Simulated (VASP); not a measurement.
# InNiF (P4/nmm) in VASP: notebook

The runs below take InNiF through single point, relaxation of cell and atoms, with PBE.

Program: VASP 6.6.1. These are calculated values, not measurements. Logs are shortened: lines on timing, memory, paths and dates and some standing lists are left out, and cuts for length are marked.

## Step 1: The cell of the first run

It takes space group P4/nmm (No. 129, tetragonal). Conventional cell: a = 3.589 Å, b = 3.589 Å, c = 6.632 Å, α = 90.00°, β = 90.00°, γ = 90.00°. Within 3.0 Å of F (site symmetry -4m2) lie 4 Ni at 2.27 Å and 4 F at 2.54 Å and 4 In at 2.98 Å. In (site symmetry 4mm) has 5 Ni at 2.73 to 2.86 Å and 4 F at 2.98 Å and 8 In at 3.15 to 3.59 Å within 3.6 Å. Within 3.0 Å of Ni (site symmetry 4mm) lie 4 F at 2.27 Å and 5 In at 2.73 to 2.86 Å.

## Step 2: Single point, PBE

INCAR reads:

```
SYSTEM = InNiF
PREC = Accurate
ENCUT = 600
EDIFF = 1E-6
ISMEAR = 0
SIGMA = 0.1984
LREAL = .FALSE.
LASPH = .TRUE.
NELM = 120
ALGO = Normal
ISIF = 2
LWAVE = .FALSE.
LCHARG = .FALSE.
GGA = PE
NBANDS = 39
GGA_COMPAT = .FALSE.
```

KPOINTS reads:

```
Automatic mesh
0
G
  5 5 3
  0 0 0
```

POSCAR reads:

```
InNiF
1.0
    3.5890744604      0.0000000000      0.0000000000
    0.0000000000      3.5890744604      0.0000000000
    0.0000000000      0.0000000000      6.6323000861
F In Ni
2 2 2
Direct
    0.7500000000      0.2500000000      0.0000000000
    0.2500000000      0.7500000000      0.0000000000
    0.2500000000      0.2500000000      0.6406194911
    0.7500000000      0.7500000000      0.3593805089
    0.2500000000      0.2500000000      0.2091648931
    0.7500000000      0.7500000000      0.7908351069
```

Potentials or basis: VASP PAW PBE potentials, release 64 (F, In_d, Ni).

Command:

```
> cat potpaw_PBE.64/F/POTCAR potpaw_PBE.64/In_d/POTCAR potpaw_PBE.64/Ni/POTCAR > POTCAR
> mpirun -np 1 vasp_std > vasp.out
```

OUTCAR:

```text
SYSTEM = InNiF
   PREC = Accurate
   ENCUT = 600
   EDIFF = 1E-6
   ISMEAR = 0
   LREAL = .FALSE.
   LASPH = .TRUE.
   NELM = 120
   ISIF = 2
   GGA = PE

 ion  position               nearest neighbor table
   1  0.750  0.250  0.000-   5 2.27   6 2.27   6 2.27   5 2.27
   2  0.250  0.750  0.000-   5 2.27   6 2.27   5 2.27   6 2.27
   3  0.250  0.250  0.641-   6 2.73   6 2.73   6 2.73   6 2.73   5 2.86   4 3.15   4 3.15   4 3.15
                             4 3.15
   4  0.750  0.750  0.359-   5 2.73   5 2.73   5 2.73   5 2.73   6 2.86   3 3.15   3 3.15   3 3.15
                             3 3.15
   5  0.250  0.250  0.209-   1 2.27   2 2.27   2 2.27   1 2.27   4 2.73   4 2.73   4 2.73   4 2.73
                             3 2.86
   6  0.750  0.750  0.791-   1 2.27   2 2.27   1 2.27   2 2.27   3 2.73   3 2.73   3 2.73   3 2.73
                             4 2.86

  LATTYP: Found a simple tetragonal cell.
 ALAT       =     3.5890744604
 C/A-ratio  =     1.8479137614

  Lattice vectors:

 A1 = (   3.5890744604,   0.0000000000,   0.0000000000)
 A2 = (   0.0000000000,   3.5890744604,   0.0000000000)
 A3 = (   0.0000000000,   0.0000000000,   6.6323000861)

Analysis of symmetry for initial positions (statically):
=====================================================================
 Subroutine PRICEL returns:
 Original cell was already a primitive cell.

 Routine SETGRP: Setting up the symmetry group for a
 simple tetragonal supercell.

 Subroutine GETGRP returns: Found 16 space group operations
 (whereof  4 operations were pure point group operations)
 out of a pool of 16 trial point group operations.

The static configuration has the point symmetry C_2h.
 The point group associated with its full space group is D_4h.

Analysis of symmetry for dynamics (positions and initial velocities):
=====================================================================
 Subroutine PRICEL returns:
 Original cell was already a primitive cell.

 Routine SETGRP: Setting up the symmetry group for a
 simple tetragonal supercell.

 Subroutine GETGRP returns: Found 16 space group operations
 (whereof  4 operations were pure point group operations)
 out of a pool of 16 trial point group operations.

The dynamic configuration has the point symmetry C_2h.
 The point group associated with its full space group is D_4h.

 Subroutine INISYM returns: Found 16 space group operations
 (whereof  4 operations are pure point group operations),
 and found     1 'primitive' translations

----------------------------------------------------------------------------------------

                                     Primitive cell

  volume of cell :      85.4337

  direct lattice vectors                    reciprocal lattice vectors
     3.589074460  0.000000000  0.000000000     0.278623364  0.000000000  0.000000000
     0.000000000  3.589074460  0.000000000     0.000000000  0.278623364  0.000000000
     0.000000000  0.000000000  6.632300086     0.000000000  0.000000000  0.150777255

  length of vectors
     3.589074460  3.589074460  6.632300086     0.278623364  0.278623364  0.150777255

  position of ions in fractional coordinates (direct lattice)
     0.750000000  0.250000000  0.000000000
     0.250000000  0.750000000  0.000000000
     0.250000000  0.250000000  0.640619491
     0.750000000  0.750000000  0.359380509
     0.250000000  0.250000000  0.209164893
     0.750000000  0.750000000  0.790835107

  ion indices of the primitive-cell ions
   primitive index   ion index
                 1           1
                 2           2
                 3           3
                 4           4
                 5           5
                 6           6

----------------------------------------------------------------------------------------

 KPOINTS: Automatic mesh

Automatic generation of k-mesh.
 Grid dimensions read from file:
 generate k-points for:    5    5    3

 Generating k-lattice:

  Cartesian coordinates                     Fractional coordinates (reciprocal lattice)
     0.055724673  0.000000000  0.000000000     0.200000000  0.000000000  0.000000000
     0.000000000  0.055724673  0.000000000     0.000000000  0.200000000  0.000000000
     0.000000000  0.000000000  0.050259085     0.000000000  0.000000000  0.333333333

  Length of vectors
     0.055724673  0.055724673  0.050259085

  Shift w.r.t. Gamma in fractional coordinates (k-lattice)
     0.000000000  0.000000000  0.000000000

 Subroutine IBZKPT returns following result:
 ===========================================

 Found     12 irreducible k-points:

 Following reciprocal coordinates:
            Coordinates               Weight
  0.000000  0.000000  0.000000      1.000000
  0.200000  0.000000  0.000000      4.000000
  0.400000  0.000000  0.000000      4.000000
  0.200000  0.200000  0.000000      4.000000
  0.400000  0.200000  0.000000      8.000000
  0.400000  0.400000  0.000000      4.000000
  0.000000  0.000000  0.333333      2.000000
  0.200000  0.000000  0.333333      8.000000
  0.400000  0.000000  0.333333      8.000000
  0.200000  0.200000  0.333333      8.000000
  0.400000  0.200000  0.333333     16.000000
  0.400000  0.400000  0.333333      8.000000
   k-points           NKPTS =     12   k-points in BZ     NKDIM =     12   number of bands    NBANDS=     39
   number of dos      NEDOS =    301   number of ions     NIONS =      6
   total plane-waves  NPLWV =  48600
   dimension x,y,z NGX =    30 NGY =   30 NGZ =   54
   dimension x,y,z NGXF=    60 NGYF=   60 NGZF=  108
   ions per type =               2   2   2
   NGX,Y,Z   is equivalent  to a cutoff of  13.90, 13.90, 13.54 a.u.
   NGXF,Y,Z  is equivalent  to a cutoff of  27.79, 27.79, 27.07 a.u.
 SYSTEM =  InNiF
   PREC   = accura    normal or accurate (medium, high low for compatibility)
   ISTART =      0    job   : 0-new  1-cont  2-samecut
   ICHARG =      2    charge: 1-file 2-atom 10-const
   ISPIN  =      1    spin polarized calculation?
   LNONCOLLINEAR =      F non collinear calculations
   LSORBIT =      F    spin-orbit coupling
   LASPH  =      T    aspherical Exc in radial PAW
   ENCUT  =  600.0 eV  44.10 Ry    6.64 a.u.   7.17  7.17 13.25*2*pi/ulx,y,z
   NELM   =    120;   NELMIN=  2; NELMDL= -5     # of ELM steps
   EDIFF  = 0.1E-05   stopping-criterion for ELM
   LREAL  =      F    real-space projection
   EDIFFG = 0.1E-04   stopping-criterion for IOM
   NSW    =      0    number of steps for IOM
   IBRION =     -1    ionic relax: 0-MD 1-quasi-New 2-CG
   NFREE  =      0    steps in history (QN), initial steepest desc. (CG)
   ISIF   =      2    stress and relaxation
   ISYM   =      2    0-nonsym 1-usesym 2-fastsym
   POTIM  = 0.5000    time-step for ionic-motion
   TEBEG  =    0.0;   TEEND  =   0.0 temperature during run
   PSTRESS=    0.0 pullay stress
   NELECT =      60.0000    total number of electrons
   NUPDOWN=      -1.0000    fix difference up-down
   EMIN   =  10.00;   EMAX   =-10.00  energy-range for DOS
   EFERMI =   0.00;   METHOD = LEGACY
   ISMEAR =     0;   SIGMA  =   0.20  broadening in eV -4-tet -1-fermi 0-gaus
   EFERMI_NEDOS =   21; number of points for ismear=-14 and -15
   IALGO  =     38    algorithm
   IMIX   =      4    mixing-type and parameters
     AMIX     =   0.40;   BMIX     =  1.00
     AMIX_MAG =   1.60;   BMIX_MAG =  1.00
  volume/ion in A,a.u.               =      14.24        96.09
  Fermi-wavevector in a.u.,A,eV,Ry     =   1.455176  2.749884 28.810846  2.117537
  Thomas-Fermi vector in A             =   2.572241
   LORBIT       =      0    0 simple, 1 ext, 2 COOP (PROOUT), +10 PAW based schemes
   GGA     = PE    functional components
   LHFCALC =     F    Hartree Fock is set to
   AEXX    =    0.0000 exact exchange contribution
   IVDW    =     0    specifies the selected vdW correction
   LEPSILON=     F    determine dielectric tensor
   LRPA    =     F    only Hartree local field effects (RPA)
 non-spin polarized calculation
 Gauss-broadening in eV      SIGMA  =   0.20
  energy-cutoff  :      600.00
  volume of cell :       85.43
 maximum number of plane-waves:      2865
 NGX is ok and might be reduce to    30
   NGX = 15   NGY = 15   NGZ = 27

 number of electron      60.0000006 magnetization

 Free energy of the ion-electron system (eV)
  ---------------------------------------------------
  ext. energy  EPLUGINS =         0.00000000
  ---------------------------------------------------
  free energy    TOTEN  =       -23.47461055 eV

  energy without entropy =      -23.42098536  energy(sigma->0) =      -23.44779796

 E-fermi :   7.2583     XC(G=0): -11.4385

 val. band max:        7.1706594119   @ k =   0.4000   0.4000   0.3333
 cond. band min:       7.3460040163   @ k =   0.4000   0.0000   0.3333
 fundamental gap:      0.1753446044
 Fermi energy:         7.2583145051

 k-point     1 :       0.0000    0.0000    0.0000
  band No.  band energies     occupation
      1     -16.3251      2.00000
      2     -15.2797      2.00000
      3      -7.2064      2.00000
      4      -7.1944      2.00000
      5      -7.0961      2.00000
      6      -7.0961      2.00000
[... 31 lines left out ...]
     38      15.5143      0.00000
     39      16.6539      0.00000

 k-point     2 :       0.2000    0.0000    0.0000
  band No.  band energies     occupation
      1     -16.2239      2.00000
      2     -15.3770      2.00000
      3      -7.1996      2.00000
      4      -7.1223      2.00000
      5      -7.1164      2.00000
      6      -7.0968      2.00000
[... 31 lines left out ...]
     38      17.2675      0.00000
     39      17.3872      0.00000

 k-point     3 :       0.4000    0.0000    0.0000
  band No.  band energies     occupation
      1     -15.9596      2.00000
      2     -15.6354      2.00000
      3      -7.1767      2.00000
      4      -7.1515      2.00000
      5      -7.1489      2.00000
      6      -7.0969      2.00000
[... 328 lines left out ...]
 k-point    11 :       0.4000    0.2000    0.3333
  band No.  band energies     occupation
      1     -15.9158      2.00000
      2     -15.6526      2.00000
      3      -7.2047      2.00000
      4      -7.1981      2.00000
      5      -7.0936      2.00000
      6      -7.0319      2.00000
[... 31 lines left out ...]
     38      15.3831      0.00000
     39      16.8757      0.00000

 k-point    12 :       0.4000    0.4000    0.3333
  band No.  band energies     occupation
      1     -15.8134      2.00000
      2     -15.7122      2.00000
      3      -7.2349      2.00000
      4      -7.2053      2.00000
      5      -7.1525      2.00000
      6      -7.0993      2.00000
[... 31 lines left out ...]
     38      13.9904      0.00000
     39      16.9619      0.00000

------------------------ aborting loop because EDIFF is reached ----------------------------------------

  FORCE on cell =-STRESS in cart. coord.  units (eV):
  Direction    XX          YY          ZZ          XY          YZ          ZX
  --------------------------------------------------------------------------------------
  -------------------------------------------------------------------------------------
  Total       -0.0868311     -0.0868311     -0.2124608     -0.0000000     -0.0000000      0.0000000
  in kB       -1.6283837     -1.6283837     -3.9843766     -0.0000000     -0.0000000      0.0000000
  external PRESSURE =      -2.4137147 kB  Pullay stress =       0.0000000 kB

 VOLUME and BASIS-vectors are now :
 -----------------------------------------------------------------------------
  energy-cutoff  :      600.00
  volume of cell :       85.43
      direct lattice vectors                 reciprocal lattice vectors
     3.589074460  0.000000000  0.000000000     0.278623364  0.000000000  0.000000000
     0.000000000  3.589074460  0.000000000     0.000000000  0.278623364  0.000000000
     0.000000000  0.000000000  6.632300086     0.000000000  0.000000000  0.150777255

 POSITION                                       TOTAL-FORCE (eV/Angst)
 -----------------------------------------------------------------------------------
      2.69181      0.89727      0.00000         0.000000     -0.000000      0.000000
      0.89727      2.69181      0.00000        -0.000000      0.000000      0.000000
      0.89727      0.89727      4.24878        -0.000000     -0.000000      0.019611
      2.69181      2.69181      2.38352         0.000000     -0.000000     -0.019611
      0.89727      0.89727      1.38724         0.000000      0.000000     -0.020927
      2.69181      2.69181      5.24506         0.000000     -0.000000      0.020927
 -----------------------------------------------------------------------------------
    total drift:                                0.000000      0.000000     -0.000000

  FREE ENERGIE OF THE ION-ELECTRON SYSTEM (eV)
  ---------------------------------------------------
  free  energy   TOTEN  =       -23.4746105491 eV

  energy  without entropy=      -23.4209853645  energy(sigma->0) =      -23.44779796
```

Wall time 40 s (1 thread of AMD EPYC 7R13 (Zen 3), shared host); peak memory 0.19 GiB.

Results:

| Item | Value |
| --- | --- |
| Free energy | -23.4746 eV |
| Pressure | -0.2 GPa |
| Largest force | 0.021 eV/Å |
| Band gap on the k mesh | 0.18 eV (least direct gap 0.45 eV) |

Forces on the atoms (eV/Å):
```
F    0.000  0.000  0.000
F    0.000  0.000  0.000
In   0.000  0.000  0.020
In   0.000  0.000 -0.020
Ni   0.000  0.000 -0.021
Ni   0.000  0.000  0.021
```

Caveat: spin-orbit coupling is left out, which moves the levels of the heavy elements; an odd mesh through Γ misses points on the zone boundary, where band edges can lie.

## Step 3: Relaxation of cell and atoms, PBE

This run uses another cell than the first one, of 12.72 Å³/atom.

INCAR reads:

```
PREC = Accurate ; ENCUT = 600
EDIFF = 1E-7 ; ISMEAR = 0
SIGMA = 0.1984 ; LREAL = F
LASPH = T ; NELM = 120
ALGO = Normal ; ISIF = 3
LWAVE = F ; LCHARG = F
GGA = PE ; IBRION = 2
NSW = 60 ; EDIFFG = -0.01
GGA_COMPAT = F ; NELMIN = 4
```

KPOINTS reads:

```
Automatic mesh
0
Gamma
  5 5 3
```

POSCAR reads:

```
InNiF
1.0
    3.4799950000      0.0000000000      0.0000000000
    0.0000000000      3.4799950000      0.0000000000
    0.0000000000      0.0000000000      6.3033310000
F In Ni
2 2 2
Direct
    0.7500000000      0.2500000000      0.0000000000
    0.2500000000      0.7500000000      0.0000000000
    0.2500000000      0.2500000000      0.6448000000
    0.7500000000      0.7500000000      0.3552000000
    0.2500000000      0.2500000000      0.2286100000
    0.7500000000      0.7500000000      0.7713900000
```

Potentials or basis: VASP PAW PBE potentials, release 64 (F, In_d, Ni).

Command:

```
> cat potpaw_PBE.64/F/POTCAR potpaw_PBE.64/In_d/POTCAR potpaw_PBE.64/Ni/POTCAR > POTCAR
> mpirun -np 1 vasp_std > vasp.out
```

It took 4.7 min on 1 thread of AMD EPYC 7R13 (Zen 3), shared host; peak memory 0.18 GiB.

It converged, with:

```yaml
Free_energy: -23.4625 eV
Relaxed_volume: 14.23 Å³/atom
Relaxed_cell: a = 3.591 Å, b = 3.591 Å, c = 6.623 Å, α = 90.00°, β = 90.00°, γ = 90.00°
Space_group_after_relaxing_to_0.1_Å: P4/nmm (No. 129)
Energy_gained_by_relaxing: 82.0 meV/atom
Ionic_steps: 11
Pressure_after_relaxing: 0.0 GPa
Largest_force_after_relaxing: 0.007 eV/Å
Band_gap_on_the_k_mesh: 0.18 eV (least direct gap 0.45 eV)
```

Forces in eV/Å, atoms in the order of the input:
```
F    0.000  0.000  0.000
F    0.000  0.000  0.000
In   0.000  0.000  0.007
In   0.000  0.000 -0.007
Ni   0.000  0.000  0.007
Ni   0.000  0.000 -0.007
```

Step by step:
```
step  energy change (eV)  largest force (eV/Å)  pressure (GPa)  volume (Å³)
   1              0.0000                1.2007           14.21        76.34
   2             -0.3963                0.5436           -4.05        89.49
   3             -0.4334                0.6475           -0.87        86.06
   4             -0.4682                0.3812           -0.36        85.64
   5             -0.4853                0.1176            0.51        85.05
   6             -0.4854                0.1168            0.45        85.09
   7             -0.4903                0.0509           -0.17        85.59
   8             -0.4908                0.0239           -0.43        85.82
   9             -0.4919                0.0216            0.04        85.35
  10             -0.4919                0.0217            0.03        85.36
  11             -0.4920                0.0070           -0.03        85.39
```

Final structure:
```
F In Ni
1.0
     3.59090    0.00000    0.00000
     0.00000    3.59090    0.00000
     0.00000    0.00000    6.62254
F In Ni
2 2 2
Direct
  0.75000 0.25000 0.00000
  0.25000 0.75000 0.00000
  0.25000 0.25000 0.64078
  0.75000 0.75000 0.35922
  0.25000 0.25000 0.20884
  0.75000 0.75000 0.79116
```

Levels at points of the mesh, in eV from the valence-band top:
| k point | band 28 | band 29 | band 30 | band 31 | band 32 | band 33 |
| --- | --- | --- | --- | --- | --- | --- |
| (0.00, 0.00, 0.00) | -0.57 | -0.57 | -0.16 | 1.24 | 3.70 | 3.70 |

Caveat: spin-orbit coupling is left out, which moves the levels of the heavy elements; an odd mesh through Γ misses points on the zone boundary, where band edges can lie. Spin polarisation is off, so any magnetic state and its effect on volume and gap are missing.
